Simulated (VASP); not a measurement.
Write the native input for VASP 6.6.1 that does the following.

- Task: single point
- Functional: r2SCAN
- Potentials or basis: VASP PAW PBE potentials, release 64 (Na_pv)
- Cutoff: 520 eV
- k mesh: 5 × 5 × 5
- Occupations: fermi-dirac, width 0.1 eV
- Spin: no spin polarisation
- Dipole correction: no
- Further INCAR settings: ALGO = Normal; EDIFF = 1e-06; NBANDS = 38

Crystal: Na.

```
Na
1.0
     6.70677    0.00000    0.00000
     0.00000    6.70677    0.00000
     0.00000    0.00000    6.70677
Na
8
Cartesian
  0.0000 0.0000 0.0000
  3.3534 3.3534 3.3534
  1.6767 0.0000 3.3534
  5.0301 0.0000 3.3534
  3.3534 1.6767 0.0000
  3.3534 5.0301 0.0000
  0.0000 3.3534 1.6767
  0.0000 3.3534 5.0301
```

These files were run (other wordings do the same):

POSCAR

```
Na
1.0
    6.7067694446      0.0000000000      0.0000000000
    0.0000000000      6.7067694446      0.0000000000
    0.0000000000      0.0000000000      6.7067694446
Na
8
Direct
    0.0000000000      0.0000000000      0.0000000000
    0.5000000000      0.5000000000      0.5000000000
    0.2500000000      0.0000000000      0.5000000000
    0.7500000000      0.0000000000      0.5000000000
    0.5000000000      0.2500000000      0.0000000000
    0.5000000000      0.7500000000      0.0000000000
    0.0000000000      0.5000000000      0.2500000000
    0.0000000000      0.5000000000      0.7500000000
```

INCAR.step1

```
ALGO = Normal
EDIFF = 1E-4
ENCUT = 520
GGA = PE
ISMEAR = -1
LASPH = T
LCHARG = F
LREAL = F
LWAVE = T
NBANDS = 38
NELM = 100
PREC = Accurate
SIGMA = 0.1
```

INCAR.step2

```
ALGO = Normal
EDIFF = 1E-6
ENCUT = 520
ISIF = 2
ISMEAR = -1
ISTART = 1
LASPH = T
LCHARG = T
LELF = T
LMIXTAU = T
LREAL = F
LVHAR = T
LWAVE = F
METAGGA = R2SCAN
NBANDS = 38
NELM = 100
PREC = Accurate
SIGMA = 0.1
```

KPOINTS

```
k-points
0
Gamma
  5 5 5
```

Potentials or basis: VASP PAW PBE potentials, release 64 (Na_pv).

The run is started by

```sh
$ cat potpaw_PBE.64/Na_pv/POTCAR > POTCAR
$ cp INCAR.step1 INCAR
$ mpirun -np 1 vasp_std > vasp.out
$ cp INCAR.step2 INCAR
$ mpirun -np 1 vasp_std > vasp.out
```

It gave:

```yaml
Pressure: 0.1 GPa
Band_gap_on_the_k_mesh: zero (bands 28 and 29 overlap by 0.84 eV)
```

Caveat: the PAW data sets were made with another functional, which shifts forces and pressure a little.

Wall time 5.7 min on 1 thread of Intel(R) Xeon(R) Platinum 8259CL CPU @ 2.50GHz (Skylake/Cascade Lake) (shared host), peak memory 0.4 GiB.
